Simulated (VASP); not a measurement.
# In2As3 (P1) in VASP: single point with PBE

Aim: the single point of In2As3 with PBE.

Program: VASP 6.6.1. These are calculated values, not measurements. Logs are shortened: lines on timing, memory, paths and dates and some standing lists are left out, and cuts for length are marked.

### 1 The cell of the first run

The typed cell holds 10 atoms: a = 4.489 Å, b = 4.494 Å, c = 16.356 Å, α = 89.92°, β = 90.07°, γ = 119.79°.

### 2 Single point, PBE

INCAR

```
PREC = Accurate ; ENCUT = 520
EDIFF = 1E-6 ; ISMEAR = 0
SIGMA = 0.2 ; LREAL = F
LASPH = T ; NELM = 60
ALGO = Normal ; ISIF = 2
LWAVE = F ; LCHARG = T
GGA = PE ; LELF = T
LVHAR = T ; NBANDS = 52
```

KPOINTS

```
regular mesh
0
Gamma
  6 6 2
```

POSCAR

```
In2As3
1.0
    4.4885993082      0.0067582234     -0.0027385038
   -2.2384489932      3.8966247936      0.0026274470
   -0.0099883837      0.0090408926     16.3564079153
In As
4 6
Direct
    0.3332626633      0.6654127697      0.0814774861
    0.3325783971      0.6647655202      0.5813870058
    0.6655756788      0.3332605598      0.4185169718
    0.6660445638      0.3339361900      0.9186449490
    0.9991240217     -0.0007703060      0.4998264758
   -0.0004585514      0.9997316383      0.9999269159
    0.3345598114      0.6687985419      0.2497816646
    0.3340324650      0.6671612632      0.7497616196
    0.6679066531      0.3346642750      0.2503092886
    0.6673742973      0.3330395479      0.7503676229
```

Potentials or basis: VASP PAW PBE potentials, release 64 (In_d, As).

Launch:

```console
$ cat potpaw_PBE.64/In_d/POTCAR potpaw_PBE.64/As/POTCAR > POTCAR
$ mpirun -np 1 vasp_std > vasp.out
```

OUTCAR:

```text
PREC = Accurate
   ENCUT = 520
   EDIFF = 1E-6
   ISMEAR = 0
   LREAL = F
   LASPH = T
   NELM = 60
   ISIF = 2
   GGA = PE

 ion  position               nearest neighbor table
   1  0.333  0.665  0.081-   7 2.75   6 2.92   6 2.92   6 2.92   4 3.71   4 3.72   4 3.73
   2  0.333  0.665  0.581-   8 2.75   5 2.92   5 2.92   5 2.92   3 3.71   3 3.72   3 3.73
   3  0.666  0.333  0.419-   9 2.75   5 2.91   5 2.92   5 2.92   2 3.71   2 3.72   2 3.73
   4  0.666  0.334  0.919-  10 2.75   6 2.91   6 2.92   6 2.92   1 3.71   1 3.72   1 3.73
   5  0.999  0.999  0.500-   3 2.91   2 2.92   3 2.92   3 2.92   2 2.92   2 2.92
   6  1.000  1.000  1.000-   4 2.91   1 2.92   4 2.92   4 2.92   1 2.92   1 2.92
   7  0.335  0.669  0.250-   9 2.59   9 2.60   9 2.60   1 2.75
   8  0.334  0.667  0.750-  10 2.59  10 2.60  10 2.60   2 2.75
   9  0.668  0.335  0.250-   7 2.59   7 2.60   7 2.60   3 2.75
  10  0.667  0.333  0.750-   8 2.59   8 2.60   8 2.60   4 2.75

  LATTYP: Found a triclinic cell.
 ALAT       =     4.4938119209
 B/A-ratio  =     1.0026020432
 C/A-ratio  =     3.6397636909
 COS(alpha) =     0.0001492418
 COS(beta)  =     0.0013681555
 COS(gamma) =     0.5024559806

  Lattice vectors:

 A1 = (   2.2384489932,  -3.8966247936,  -0.0026274470)
 A2 = (  -2.2501503150,  -3.9033830170,   0.0001110568)
 A3 = (   0.0099883837,  -0.0090408926, -16.3564079153)

Analysis of symmetry for initial positions (statically):
=====================================================================
 Subroutine PRICEL returns:
 Original cell was already a primitive cell.

 Routine SETGRP: Setting up the symmetry group for a
 triclinic supercell.

 Subroutine GETGRP returns: Found  1 space group operations
 (whereof  1 operations were pure point group operations)
 out of a pool of  2 trial point group operations.

The static configuration has the point symmetry C_1 .

Analysis of symmetry for dynamics (positions and initial velocities):
=====================================================================
 Subroutine PRICEL returns:
 Original cell was already a primitive cell.

 Routine SETGRP: Setting up the symmetry group for a
 triclinic supercell.

 Subroutine GETGRP returns: Found  1 space group operations
 (whereof  1 operations were pure point group operations)
 out of a pool of  2 trial point group operations.

The dynamic configuration has the point symmetry C_1 .

 Subroutine INISYM returns: Found  1 space group operations
 (whereof  1 operations are pure point group operations),
 and found     1 'primitive' translations

----------------------------------------------------------------------------------------

                                     Primitive cell

  volume of cell :     286.3272

  direct lattice vectors                    reciprocal lattice vectors
     4.488599308  0.006758223 -0.002738504     0.222594161  0.127871050  0.000065252
    -2.238448993  3.896624794  0.002627447    -0.000386149  0.256410625 -0.000141965
    -0.009988384  0.009040893 16.356407915     0.000037330 -0.000019780  0.061138152

  length of vectors
     4.488605231  4.493811921 16.356413464     0.256708337  0.256410955  0.061138166

  position of ions in fractional coordinates (direct lattice)
     0.333262663  0.665412770  0.081477486
     0.332578397  0.664765520  0.581387006
     0.665575679  0.333260560  0.418516972
     0.666044564  0.333936190  0.918644949
     0.999124022  0.999229694  0.499826476
     0.999541449  0.999731638  0.999926916
     0.334559811  0.668798542  0.249781665
     0.334032465  0.667161263  0.749761620
     0.667906653  0.334664275  0.250309289
     0.667374297  0.333039548  0.750367623

  ion indices of the primitive-cell ions
   primitive index   ion index
                 1           1
                 2           2
                 3           3
                 4           4
                 5           5
                 6           6
                 7           7
                 8           8
                 9           9
                10          10

----------------------------------------------------------------------------------------

 KPOINTS: regular mesh

Automatic generation of k-mesh.
 Grid dimensions read from file:
 generate k-points for:    6    6    2

 Generating k-lattice:

  Cartesian coordinates                     Fractional coordinates (reciprocal lattice)
     0.037099027  0.021311842  0.000010875     0.166666667  0.000000000  0.000000000
    -0.000064358  0.042735104 -0.000023661     0.000000000  0.166666667  0.000000000
     0.000018665 -0.000009890  0.030569076    -0.000000000  0.000000000  0.500000000

  Length of vectors
     0.042784723  0.042735159  0.030569083

  Shift w.r.t. Gamma in fractional coordinates (k-lattice)
     0.000000000  0.000000000  0.000000000

 Subroutine IBZKPT returns following result:
 ===========================================

 Found     40 irreducible k-points:

 Following reciprocal coordinates:
            Coordinates               Weight
  0.000000  0.000000  0.000000      1.000000
  0.166667 -0.000000  0.000000      2.000000
  0.333333  0.000000  0.000000      2.000000
  0.500000  0.000000  0.000000      1.000000
 -0.000000  0.166667 -0.000000      2.000000
  0.166667  0.166667  0.000000      2.000000
[... 16 lines left out ...]
  0.333333  0.000000  0.500000      2.000000
  0.500000  0.000000  0.500000      1.000000
 [... further k-points ...]
   k-points           NKPTS =     40   k-points in BZ     NKDIM =     40   number of bands    NBANDS=     52
   number of dos      NEDOS =    301   number of ions     NIONS =     10
   total plane-waves  NPLWV = 163296
   dimension x,y,z NGX =    36 NGY =   36 NGZ =  126
   dimension x,y,z NGXF=    72 NGYF=   72 NGZF=  252
   ions per type =               4   6
   NGX,Y,Z   is equivalent  to a cutoff of  13.33, 13.32, 12.81 a.u.
   NGXF,Y,Z  is equivalent  to a cutoff of  26.67, 26.64, 25.61 a.u.
 SYSTEM =  unknown system
   PREC   = accura    normal or accurate (medium, high low for compatibility)
   ISTART =      0    job   : 0-new  1-cont  2-samecut
   ICHARG =      2    charge: 1-file 2-atom 10-const
   ISPIN  =      1    spin polarized calculation?
   LNONCOLLINEAR =      F non collinear calculations
   LSORBIT =      F    spin-orbit coupling
   LASPH  =      T    aspherical Exc in radial PAW
   ENCUT  =  520.0 eV  38.22 Ry    6.18 a.u.   8.35  8.36 30.41*2*pi/ulx,y,z
   NELM   =     60;   NELMIN=  2; NELMDL= -5     # of ELM steps
   EDIFF  = 0.1E-05   stopping-criterion for ELM
   LREAL  =      F    real-space projection
   EDIFFG = 0.1E-04   stopping-criterion for IOM
   NSW    =      0    number of steps for IOM
   IBRION =     -1    ionic relax: 0-MD 1-quasi-New 2-CG
   NFREE  =      0    steps in history (QN), initial steepest desc. (CG)
   ISIF   =      2    stress and relaxation
   ISYM   =      2    0-nonsym 1-usesym 2-fastsym
   POTIM  = 0.5000    time-step for ionic-motion
   TEBEG  =    0.0;   TEEND  =   0.0 temperature during run
   PSTRESS=    0.0 pullay stress
   NELECT =      82.0000    total number of electrons
   NUPDOWN=      -1.0000    fix difference up-down
   EMIN   =  10.00;   EMAX   =-10.00  energy-range for DOS
   EFERMI =   0.00;   METHOD = LEGACY
   ISMEAR =     0;   SIGMA  =   0.20  broadening in eV -4-tet -1-fermi 0-gaus
   EFERMI_NEDOS =   21; number of points for ismear=-14 and -15
   IALGO  =     38    algorithm
   IMIX   =      4    mixing-type and parameters
     AMIX     =   0.40;   BMIX     =  1.00
     AMIX_MAG =   1.60;   BMIX_MAG =  1.00
  volume/ion in A,a.u.               =      28.63       193.22
  Fermi-wavevector in a.u.,A,eV,Ry     =   1.079092  2.039189 15.843170  1.164440
  Thomas-Fermi vector in A             =   2.215048
   LORBIT       =      0    0 simple, 1 ext, 2 COOP (PROOUT), +10 PAW based schemes
   GGA     = PE    functional components
   LHFCALC =     F    Hartree Fock is set to
   AEXX    =    0.0000 exact exchange contribution
   IVDW    =     0    specifies the selected vdW correction
   LEPSILON=     F    determine dielectric tensor
   LRPA    =     F    only Hartree local field effects (RPA)
 non-spin polarized calculation
 Gauss-broadening in eV      SIGMA  =   0.20
  energy-cutoff  :      520.00
  volume of cell :      286.33
 maximum number of plane-waves:      7761
 NGX is ok and might be reduce to    36
   NGX = 17   NGY = 17   NGZ = 61

 number of electron      82.0000005 magnetization

 Free energy of the ion-electron system (eV)
  ---------------------------------------------------
  ext. energy  EPLUGINS =         0.00000000
  ---------------------------------------------------
  free energy    TOTEN  =       -37.83494292 eV

  energy without entropy =      -37.78041296  energy(sigma->0) =      -37.80767794

 E-fermi :   4.4099     XC(G=0):  -8.9806

 val. band max:        4.3902763441   @ k =   0.3333   0.5000   0.0000
 cond. band min:       4.4101787310   @ k =   0.5000   0.1667   0.0000
 fundamental gap:      0.0199023869
 Fermi energy:         4.4098947814

 k-point     1 :       0.0000    0.0000    0.0000
  band No.  band energies     occupation
      1     -10.3642      2.00000
      2     -10.3351      2.00000
      3     -10.3101      2.00000
      4     -10.3098      2.00000
      5     -10.3096      2.00000
      6     -10.3093      2.00000
[... 44 lines left out ...]
     51       6.6839      0.00000
     52       6.8287      0.00000

 k-point     2 :       0.1667   -0.0000    0.0000
  band No.  band energies     occupation
      1     -10.3533      2.00000
      2     -10.3450      2.00000
      3     -10.3335      2.00000
      4     -10.3091      2.00000
      5     -10.3061      2.00000
      6     -10.3033      2.00000
[... 44 lines left out ...]
     51       7.1404      0.00000
     52       7.1948      0.00000
[... 1153 lines left out ...]
     51       7.6320      0.00000
     52       7.9423      0.00000

 k-point    24 :       0.5000    0.0000    0.5000
  band No.  band energies     occupation
      1     -10.3947      2.00000
      2     -10.3945      2.00000
      3     -10.3141      2.00000
      4     -10.3137      2.00000
      5     -10.2948      2.00000
      6     -10.2948      2.00000
[... 44 lines left out ...]
     51       8.2870      0.00000
     52       8.2886      0.00000

 [... further k-points ...]

------------------------ aborting loop because EDIFF is reached ----------------------------------------

  FORCE on cell =-STRESS in cart. coord.  units (eV):
  Direction    XX          YY          ZZ          XY          YZ          ZX
  --------------------------------------------------------------------------------------
  -------------------------------------------------------------------------------------
  Total        0.1615284      0.0727839      0.0547560     -0.0539983     -0.0092107      0.0239648
  in kB        0.9038512      0.4072706      0.3063936     -0.3021538     -0.0515397      0.1340977
  external PRESSURE =       0.5391718 kB  Pullay stress =       0.0000000 kB

 VOLUME and BASIS-vectors are now :
 -----------------------------------------------------------------------------
  energy-cutoff  :      520.00
  volume of cell :      286.33
      direct lattice vectors                 reciprocal lattice vectors
     4.488599308  0.006758223 -0.002738504     0.222594161  0.127871050  0.000065252
    -2.238448993  3.896624794  0.002627447    -0.000386149  0.256410625 -0.000141965
    -0.009988384  0.009040893 16.356407915     0.000037330 -0.000019780  0.061138152

 POSITION                                       TOTAL-FORCE (eV/Angst)
 -----------------------------------------------------------------------------------
      0.00558      2.59585      1.33351        -0.000376      0.001438      0.001743
     -0.00104      2.59785      9.51024         0.001413      0.001958      0.006117
      2.23734      1.30687      6.84449        -0.002091      0.000649      0.000501
      2.23293      1.31403     15.02478        -0.001280     -0.000677     -0.005725
      2.24295      3.90489      8.17526         0.002081     -0.000422      0.002720
      2.23871      3.91137     16.35510         0.002803      0.000667      0.003539
      0.00214      2.61058      4.08637        -0.004853     -0.004102      0.009196
     -0.00156      2.60871     12.26425        -0.005155     -0.002249      0.006336
      2.24634      1.31084      4.09321         0.003812      0.001275     -0.013703
      2.24259      1.30902     12.27237         0.003646      0.001463     -0.010725
 -----------------------------------------------------------------------------------
    total drift:                               -0.000384     -0.000497     -0.000059

  FREE ENERGIE OF THE ION-ELECTRON SYSTEM (eV)
  ---------------------------------------------------
  free  energy   TOTEN  =       -37.8349429228 eV

  energy  without entropy=      -37.7804129604  energy(sigma->0) =      -37.80767794
```

Wall time 7.8 min (1 thread of AMD EPYC 9R45 (Zen 5), shared host); peak memory 0.63 GiB.

Results:

```
Free energy            : -37.8349 eV
Pressure               : 0.1 GPa
Largest force          : 0.014 eV/Å
Band gap on the k mesh : zero (bands 41 and 42 overlap by 1.79 eV)
```

Forces on the atoms (eV/Å):
```
In   0.000  0.001  0.002
In   0.001  0.002  0.006
In  -0.002  0.001  0.001
In  -0.001 -0.001 -0.006
As   0.002  0.000  0.003
As   0.003  0.001  0.004
As  -0.005 -0.004  0.009
As  -0.005 -0.002  0.006
As   0.004  0.001 -0.014
As   0.004  0.001 -0.011
```

Levels at points of the mesh, in eV from the Fermi level:
```
           k point  band 39  band 40  band 41  band 42  band 43  band 44
(0.00, 0.00, 0.00)    -1.34    -1.32     0.44     0.45     1.00     1.02
(0.50, 0.00, 0.00)    -1.64    -1.38    -1.20    -0.84     0.68     1.89
(0.00, 0.50, 0.00)    -1.63    -1.36    -1.20    -0.84     0.69     1.89
(0.50, 0.50, 0.00)    -1.66    -1.40    -1.22    -0.83     0.66     1.90
(0.00, 0.00, 0.50)    -1.34    -1.34     0.45     0.45     1.08     1.08
(0.50, 0.00, 0.50)    -1.69    -1.69    -0.68    -0.68     0.76     0.76
(0.00, 0.50, 0.50)    -1.68    -1.68    -0.68    -0.68     0.76     0.76
(0.50, 0.50, 0.50)    -1.71    -1.70    -0.70    -0.70     0.76     0.76
```

Caveat: spin-orbit coupling is left out, which moves the levels of the heavy elements.
